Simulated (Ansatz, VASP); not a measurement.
CdSe: VASP beside Ansatz

INCAR

```
SYSTEM = CdSe
PREC = Accurate
ENCUT = 520
EDIFF = 1E-8
ISMEAR = -1
SIGMA = 0.03
LREAL = .False.
LASPH = .True.
NELM = 60
ALGO = Normal
ISIF = 2
LWAVE = .False.
LCHARG = .False.
GGA = CA
LEFG = .True.
NBANDS = 16
```

File KPOINTS:

```
Automatic mesh
0
Gamma
  8 8 8
  0 0 0
```

The input POSCAR:

```
CdSe
1.0
    0.0000000000      2.9781630626      3.0702711986
    2.9781630626      0.0000000000      3.0702711986
    2.9781630626      2.9781630626      0.0000000000
Cd Se
1 1
Direct
    0.0000000000      0.0000000000      0.0000000000
    0.2500000000      0.2500000000      0.2500000000
```

Input for Ansatz:

```yaml
crystal:
  lattice:
    - [0.0, 2.9781630626, 3.0702711986]
    - [2.9781630626, 0.0, 3.0702711986]
    - [2.9781630626, 2.9781630626, 0.0]
  atoms:
    - { symbol: Cd, position: [0.0, 0.0, 0.0] }
    - { symbol: Se, position: [0.25, 0.25, 0.25] }
kpoints:
  mp_grid: { grid: [8, 8, 8] }
scf:
  occupations: { method: fermi_dirac, width: 0.03 }
hamiltonian:
  xc: lda
  pseudopotentials: { kind: paw }
output:
  forces: true
  stress: true
  eigenvalues: true
  efg: { contact_densities: true }
  write_density: true
  write_potential: true
  elf: true
  volumetric_format: npy
```

Change from the starting cell: equal xx and yy strain of -3 %, PAW files.

Alike in both runs: task electric field gradients; functional LDA; k mesh 8 × 8 × 8; occupations fermi-dirac, width 0.03 eV; no spin polarisation.

|  | VASP | Ansatz |
| --- | --- | --- |
| version | VASP 6.6.1 | Ansatz 0.2.0 |
| potentials or method | VASP PAW LDA potentials, release 64 (Cd, Se) | PAW with Ansatz's default frozen-core files, scalar-relativistic |
| plane-wave cutoff (eV) | 520 | 420 |
| valence electrons in the cell | 18 | 36 |

```csv
,VASP,Ansatz,Ansatz less VASP
pressure (GPa),0.2,-0.3,-0.48
"traceless stress, the component that is largest in VASP (GPa)",-0.40,-0.41,-0.012
size of Vzz on the site where it differs most (V/Å²),12.6,12.8,+0.23
```

LDA's correlation is that of Perdew and Zunger in VASP and of Perdew and Wang (1992) in Ansatz. VASP's potentials hold 18 valence electrons a cell and Ansatz's 36, so a difference there can come from the potentials and not from the codes.
